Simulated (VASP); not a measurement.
# C (Fd-3m) in VASP: a series of runs

Aim: see how the results for C move with the level of theory and the settings. Levels: PBEsol, r2SCAN. Tasks: single point.

Everything below comes from runs of VASP 6.6.1. Logs are shortened: lines on timing, memory, paths and dates and some standing lists are left out, and cuts for length are marked.

## (1) The cell of the first run

Symmetry: Fd-3m, No. 227, cubic system. Conventional cell: a = 3.554 Å, b = 3.554 Å, c = 3.554 Å, α = 90.00°, β = 90.00°, γ = 90.00°. C (site symmetry -43m) has 4 C at 1.54 Å within 2.1 Å.

## (2) Single point, PBEsol

The input, INCAR:

```
SYSTEM = C
PREC = Accurate
ENCUT = 520
EDIFF = 1E-6
ISMEAR = -1
SIGMA = 0.05
LREAL = Auto
LASPH = .TRUE.
NELM = 100
ALGO = Normal
ISIF = 2
LWAVE = .FALSE.
LCHARG = .FALSE.
GGA = PS
NBANDS = 166
```

The input, KPOINTS:

```
regular mesh
0
G
  1 1 1
  0 0 0
```

The input, POSCAR:

```
C
1.0
    7.1076060000      0.0000000000      0.0000000000
    0.0000000000      7.1076060000      0.0000000000
    0.0000000000      0.0000000000      7.1076060000
C
64
Direct
    0.0000000000      0.0000000000      0.0000000000
    0.0000000000      0.0000000000      0.5000000000
    0.0000000000      0.5000000000      0.0000000000
    0.0000000000      0.5000000000      0.5000000000
    0.5000000000      0.0000000000      0.0000000000
    0.5000000000      0.0000000000      0.5000000000
    0.5000000000      0.5000000000      0.0000000000
    0.5000000000      0.5000000000      0.5000000000
    0.1250000000      0.1250000000      0.1250000000
    0.1250000000      0.1250000000      0.6250000000
    0.1250000000      0.6250000000      0.1250000000
    0.1250000000      0.6250000000      0.6250000000
    0.6250000000      0.1250000000      0.1250000000
    0.6250000000      0.1250000000      0.6250000000
    0.6250000000      0.6250000000      0.1250000000
    0.6250000000      0.6250000000      0.6250000000
    0.2500000000      0.2500000000      0.0000000000
    0.2500000000      0.2500000000      0.5000000000
    0.2500000000      0.7500000000      0.0000000000
    0.2500000000      0.7500000000      0.5000000000
    0.7500000000      0.2500000000      0.0000000000
    0.7500000000      0.2500000000      0.5000000000
    0.7500000000      0.7500000000      0.0000000000
    0.7500000000      0.7500000000      0.5000000000
    0.3750000000      0.3750000000      0.1250000000
    0.3750000000      0.3750000000      0.6250000000
    0.3750000000      0.8750000000      0.1250000000
    0.3750000000      0.8750000000      0.6250000000
    0.8750000000      0.3750000000      0.1250000000
    0.8750000000      0.3750000000      0.6250000000
    0.8750000000      0.8750000000      0.1250000000
    0.8750000000      0.8750000000      0.6250000000
    0.2500000000      0.0000000000      0.2500000000
    0.2500000000      0.0000000000      0.7500000000
    0.2500000000      0.5000000000      0.2500000000
    0.2500000000      0.5000000000      0.7500000000
    0.7500000000      0.0000000000      0.2500000000
    0.7500000000      0.0000000000      0.7500000000
    0.7500000000      0.5000000000      0.2500000000
    0.7500000000      0.5000000000      0.7500000000
    0.3750000000      0.1250000000      0.3750000000
    0.3750000000      0.1250000000      0.8750000000
    0.3750000000      0.6250000000      0.3750000000
    0.3750000000      0.6250000000      0.8750000000
    0.8750000000      0.1250000000      0.3750000000
    0.8750000000      0.1250000000      0.8750000000
    0.8750000000      0.6250000000      0.3750000000
    0.8750000000      0.6250000000      0.8750000000
    0.0000000000      0.2500000000      0.2500000000
    0.0000000000      0.2500000000      0.7500000000
    0.0000000000      0.7500000000      0.2500000000
    0.0000000000      0.7500000000      0.7500000000
    0.5000000000      0.2500000000      0.2500000000
    0.5000000000      0.2500000000      0.7500000000
    0.5000000000      0.7500000000      0.2500000000
    0.5000000000      0.7500000000      0.7500000000
    0.1250000000      0.3750000000      0.3750000000
    0.1250000000      0.3750000000      0.8750000000
    0.1250000000      0.8750000000      0.3750000000
    0.1250000000      0.8750000000      0.8750000000
    0.6250000000      0.3750000000      0.3750000000
    0.6250000000      0.3750000000      0.8750000000
    0.6250000000      0.8750000000      0.3750000000
    0.6250000000      0.8750000000      0.8750000000
```

Potentials or basis: VASP PAW PBE potentials, release 64 (C).

On the command line:

```
cat potpaw_PBE.64/C/POTCAR > POTCAR
mpirun -np 1 vasp_gam > vasp.out
```

OUTCAR:

```text
SYSTEM = C
   PREC = Accurate
   ENCUT = 520
   EDIFF = 1E-6
   ISMEAR = -1
   LREAL = Auto
   LASPH = .TRUE.
   NELM = 100
   ISIF = 2
   GGA = PS

 ion  position               nearest neighbor table
   1  0.000  0.000  0.000-   9 1.54  31 1.54  46 1.54  60 1.54
   2  0.000  0.000  0.500-  10 1.54  32 1.54  45 1.54  59 1.54
   3  0.000  0.500  0.000-  11 1.54  29 1.54  48 1.54  58 1.54
   4  0.000  0.500  0.500-  12 1.54  30 1.54  47 1.54  57 1.54
   5  0.500  0.000  0.000-  13 1.54  27 1.54  42 1.54  64 1.54
   6  0.500  0.000  0.500-  14 1.54  28 1.54  41 1.54  63 1.54
[... 56 lines left out ...]
  63  0.625  0.875  0.375-   6 1.54  24 1.54  37 1.54  55 1.54
  64  0.625  0.875  0.875-   5 1.54  23 1.54  38 1.54  56 1.54

  LATTYP: Found a simple cubic cell.
 ALAT       =     7.1076060000

  Lattice vectors:

 A1 = (   7.1076060000,   0.0000000000,   0.0000000000)
 A2 = (   0.0000000000,   7.1076060000,   0.0000000000)
 A3 = (   0.0000000000,   0.0000000000,   7.1076060000)

Analysis of symmetry for initial positions (statically):
=====================================================================
 Subroutine PRICEL returns following result:

  LATTYP: Found a face centered cubic cell.
 ALAT       =     3.5538030000

  Lattice vectors:

 A1 = (   1.7769015000,  -1.7769015000,   0.0000000000)
 A2 = (   1.7769015000,   0.0000000000,   1.7769015000)
 A3 = (   0.0000000000,  -1.7769015000,   1.7769015000)

  32 primitive cells build up your supercell.

 Routine SETGRP: Setting up the symmetry group for a
 simple cubic supercell.

 Subroutine GETGRP returns: Found 48 space group operations
 (whereof 24 operations were pure point group operations)
 out of a pool of 48 trial point group operations.

The static configuration has the point symmetry T_d .
 The point group associated with its full space group is O_h .

Analysis of symmetry for dynamics (positions and initial velocities):
=====================================================================
 Subroutine PRICEL returns following result:

  LATTYP: Found a face centered cubic cell.
 ALAT       =     3.5538030000

  Lattice vectors:

 A1 = (   1.7769015000,  -1.7769015000,   0.0000000000)
 A2 = (   1.7769015000,   0.0000000000,   1.7769015000)
 A3 = (   0.0000000000,  -1.7769015000,   1.7769015000)

  32 primitive cells build up your supercell.

 Routine SETGRP: Setting up the symmetry group for a
 simple cubic supercell.

 Subroutine GETGRP returns: Found 48 space group operations
 (whereof 24 operations were pure point group operations)
 out of a pool of 48 trial point group operations.

The dynamic configuration has the point symmetry T_d .
 The point group associated with its full space group is O_h .

 Subroutine INISYM returns: Found 48 space group operations
 (whereof 24 operations are pure point group operations),
 and found    32 'primitive' translations

----------------------------------------------------------------------------------------

                                     Primitive cell

  volume of cell :      11.2207

  direct lattice vectors                    reciprocal lattice vectors
     1.776901500 -1.776901500  0.000000000     0.281388698 -0.281388698 -0.281388698
     1.776901500  0.000000000  1.776901500     0.281388698  0.281388698  0.281388698
     0.000000000 -1.776901500  1.776901500    -0.281388698 -0.281388698  0.281388698

  length of vectors
     2.512918200  2.512918200  2.512918200     0.487379522  0.487379522  0.487379522

  position of ions in fractional coordinates (direct lattice)
     0.000000000  0.000000000  0.000000000
     0.750000000  0.750000000  0.750000000

  ion indices of the primitive-cell ions
   primitive index   ion index
                 1           1
                 2           9

----------------------------------------------------------------------------------------

 KPOINTS: regular mesh

Automatic generation of k-mesh.
 Grid dimensions read from file:
 generate k-points for:    1    1    1

 Generating k-lattice:

  Cartesian coordinates                     Fractional coordinates (reciprocal lattice)
     0.140694349  0.000000000  0.000000000     1.000000000  0.000000000  0.000000000
     0.000000000  0.140694349  0.000000000     0.000000000  1.000000000  0.000000000
     0.000000000  0.000000000  0.140694349     0.000000000  0.000000000  1.000000000

  Length of vectors
     0.140694349  0.140694349  0.140694349

  Shift w.r.t. Gamma in fractional coordinates (k-lattice)
     0.000000000  0.000000000  0.000000000

 Subroutine IBZKPT returns following result:
 ===========================================

 Found      1 irreducible k-points:

 Following reciprocal coordinates:
            Coordinates               Weight
  0.000000  0.000000  0.000000      1.000000
   k-points           NKPTS =      1   k-points in BZ     NKDIM =      1   number of bands    NBANDS=    166
   number of dos      NEDOS =    301   number of ions     NIONS =     64
   total plane-waves  NPLWV = 157464
   dimension x,y,z NGX =    54 NGY =   54 NGZ =   54
   dimension x,y,z NGXF=   108 NGYF=  108 NGZF=  108
   ions per type =              64
   NGX,Y,Z   is equivalent  to a cutoff of  12.63, 12.63, 12.63 a.u.
   NGXF,Y,Z  is equivalent  to a cutoff of  25.26, 25.26, 25.26 a.u.
 SYSTEM =  C
   PREC   = accura    normal or accurate (medium, high low for compatibility)
   ISTART =      0    job   : 0-new  1-cont  2-samecut
   ICHARG =      2    charge: 1-file 2-atom 10-const
   ISPIN  =      1    spin polarized calculation?
   LNONCOLLINEAR =      F non collinear calculations
   LSORBIT =      F    spin-orbit coupling
   LASPH  =      T    aspherical Exc in radial PAW
   ENCUT  =  520.0 eV  38.22 Ry    6.18 a.u.  13.22 13.22 13.22*2*pi/ulx,y,z
   NELM   =    100;   NELMIN=  2; NELMDL= -5     # of ELM steps
   EDIFF  = 0.1E-05   stopping-criterion for ELM
   LREAL  =      T    real-space projection
   EDIFFG = 0.1E-04   stopping-criterion for IOM
   NSW    =      0    number of steps for IOM
   IBRION =     -1    ionic relax: 0-MD 1-quasi-New 2-CG
   NFREE  =      0    steps in history (QN), initial steepest desc. (CG)
   ISIF   =      2    stress and relaxation
   ISYM   =      2    0-nonsym 1-usesym 2-fastsym
   POTIM  = 0.5000    time-step for ionic-motion
   TEBEG  =    0.0;   TEEND  =   0.0 temperature during run
   PSTRESS=    0.0 pullay stress
   NELECT =     256.0000    total number of electrons
   NUPDOWN=      -1.0000    fix difference up-down
   EMIN   =  10.00;   EMAX   =-10.00  energy-range for DOS
   EFERMI =   0.00;   METHOD = LEGACY
   ISMEAR =    -1;   SIGMA  =   0.05  broadening in eV -4-tet -1-fermi 0-gaus
   EFERMI_NEDOS =   21; number of points for ismear=-14 and -15
   IALGO  =     38    algorithm
   IMIX   =      4    mixing-type and parameters
     AMIX     =   0.40;   BMIX     =  1.00
     AMIX_MAG =   1.60;   BMIX_MAG =  1.00
  volume/ion in A,a.u.               =       5.61        37.86
  Fermi-wavevector in a.u.,A,eV,Ry     =   1.462508  2.763739 29.101890  2.138929
  Thomas-Fermi vector in A             =   2.578713
   LORBIT       =      0    0 simple, 1 ext, 2 COOP (PROOUT), +10 PAW based schemes
   GGA     = PS    functional components
   LHFCALC =     F    Hartree Fock is set to
   AEXX    =    0.0000 exact exchange contribution
   IVDW    =     0    specifies the selected vdW correction
   LEPSILON=     F    determine dielectric tensor
   LRPA    =     F    only Hartree local field effects (RPA)
 non-spin polarized calculation
  energy-cutoff  :      520.00
  volume of cell :      359.06
 maximum number of plane-waves:      4886
 NGX is ok and might be reduce to    54
   NGX = 27   NGY = 27   NGZ = 27

 number of electron     256.0000009 magnetization

 Free energy of the ion-electron system (eV)
  ---------------------------------------------------
  ext. energy  EPLUGINS =         0.00000000
  ---------------------------------------------------
  free energy    TOTEN  =      -609.93101843 eV

  energy without entropy =     -609.93101843  energy(sigma->0) =     -609.93101843

 E-fermi :  11.2028     XC(G=0): -13.4732

 val. band max:        9.9126311366   @ k =   0.0000   0.0000   0.0000
 cond. band min:      14.2662982997   @ k =   0.0000   0.0000   0.0000
 fundamental gap:      4.3536671630
 Fermi energy:        11.2028499108

 k-point     1 :       0.0000    0.0000    0.0000
  band No.  band energies     occupation
      1     -11.7765      2.00000
      2      -9.4661      2.00000
      3      -9.4661      2.00000
      4      -9.4661      2.00000
      5      -9.4660      2.00000
      6      -9.4660      2.00000
[... 132 lines left out ...]
    139      14.5086      0.00000
    140      14.5086      0.00000
 [bands above 140 left out]

------------------------ aborting loop because EDIFF is reached ----------------------------------------

  FORCE on cell =-STRESS in cart. coord.  units (eV):
  Direction    XX          YY          ZZ          XY          YZ          ZX
  --------------------------------------------------------------------------------------
  -------------------------------------------------------------------------------------
  Total        8.1977706      8.1977706      8.1977706      0.0000000     -0.0000000      0.0000000
  in kB       36.5793772     36.5793772     36.5793772      0.0000000     -0.0000000      0.0000000
  external PRESSURE =      36.5793772 kB  Pullay stress =       0.0000000 kB

 VOLUME and BASIS-vectors are now :
 -----------------------------------------------------------------------------
  energy-cutoff  :      520.00
  volume of cell :      359.06
      direct lattice vectors                 reciprocal lattice vectors
     7.107606000  0.000000000  0.000000000     0.140694349  0.000000000  0.000000000
     0.000000000  7.107606000  0.000000000     0.000000000  0.140694349  0.000000000
     0.000000000  0.000000000  7.107606000     0.000000000  0.000000000  0.140694349

 POSITION                                       TOTAL-FORCE (eV/Angst)
 -----------------------------------------------------------------------------------
      0.00000      0.00000      0.00000        -0.000000     -0.000000     -0.000000
      0.00000      0.00000      3.55380        -0.000000     -0.000000      0.000000
      0.00000      3.55380      0.00000        -0.000000     -0.000000     -0.000000
      0.00000      3.55380      3.55380        -0.000000     -0.000000     -0.000000
      3.55380      0.00000      0.00000        -0.000000     -0.000000     -0.000000
      3.55380      0.00000      3.55380        -0.000000     -0.000000     -0.000000
[... 56 lines left out ...]
      4.44225      6.21916      2.66535         0.000000      0.000000      0.000000
      4.44225      6.21916      6.21916         0.000000      0.000000      0.000000
 -----------------------------------------------------------------------------------
    total drift:                                0.000000      0.000000      0.000000

  FREE ENERGIE OF THE ION-ELECTRON SYSTEM (eV)
  ---------------------------------------------------
  free  energy   TOTEN  =      -609.9310184253 eV

  energy  without entropy=     -609.9310184252  energy(sigma->0) =     -609.93101843
```

It took 2.3 min on 1 thread of Intel Xeon 8259CL, shared host; peak memory 0.35 GiB.

Results:

```
Free energy            : -609.9310 eV
Pressure               : 3.7 GPa
Band gap on the k mesh : 4.35 eV
```

Caveat: the k points lie up to 0.88 Å⁻¹ apart; the PAW data sets were made with another functional, which shifts forces and pressure a little; an odd mesh through Γ misses points on the zone boundary, where band edges can lie.

## (3) Single point, r2SCAN

POSCAR is that of step 2.

The input, INCAR.step1:

```
SYSTEM = C
PREC = Accurate
ENCUT = 520
ISMEAR = -1
SIGMA = 0.05
LREAL = Auto
LASPH = .True.
NELM = 60
NBANDS = 166
GGA = PE
ALGO = Normal
EDIFF = 1E-4
LWAVE = .True.
LCHARG = .False.
```

The input, INCAR.step2:

```
SYSTEM = C
PREC = Accurate
ENCUT = 520
EDIFF = 1E-6
ISMEAR = -1
SIGMA = 0.05
LREAL = Auto
LASPH = .True.
NELM = 60
ALGO = Normal
ISIF = 2
LWAVE = .False.
LCHARG = .True.
METAGGA = R2SCAN
LMIXTAU = .True.
LELF = .True.
LVHAR = .True.
NBANDS = 166
ISTART = 1
```

The input, KPOINTS:

```
Automatic mesh
0
Gamma
  1 1 1
  0 0 0
```

Potentials or basis: VASP PAW PBE potentials, release 64 (C).

On the command line:

```
cat potpaw_PBE.64/C/POTCAR > POTCAR
cp INCAR.step1 INCAR
mpirun -np 1 vasp_gam > vasp.out
cp INCAR.step2 INCAR
mpirun -np 1 vasp_gam > vasp.out
```

It took 8.1 min on 1 thread of Intel Xeon 8259CL, shared host; peak memory 0.41 GiB.

It converged, with:

| Property | Result |
| --- | --- |
| Free energy | -622.6952 eV |
| Pressure | 6.3 GPa |
| Band gap on the k mesh | 4.65 eV |

Levels at points of the mesh, in eV from the valence-band top:
```
           k point  band 124  band 125  band 126  band 127  band 128  band 129  band 130  band 131  band 132  band 133
(0.00, 0.00, 0.00)     -3.01     -3.01      0.00      0.00      0.00      4.65      4.65      4.65      4.65      4.65
```

Caveat: the k points lie up to 0.88 Å⁻¹ apart; the PAW data sets were made with another functional, which shifts forces and pressure a little; an odd mesh through Γ misses points on the zone boundary, where band edges can lie.
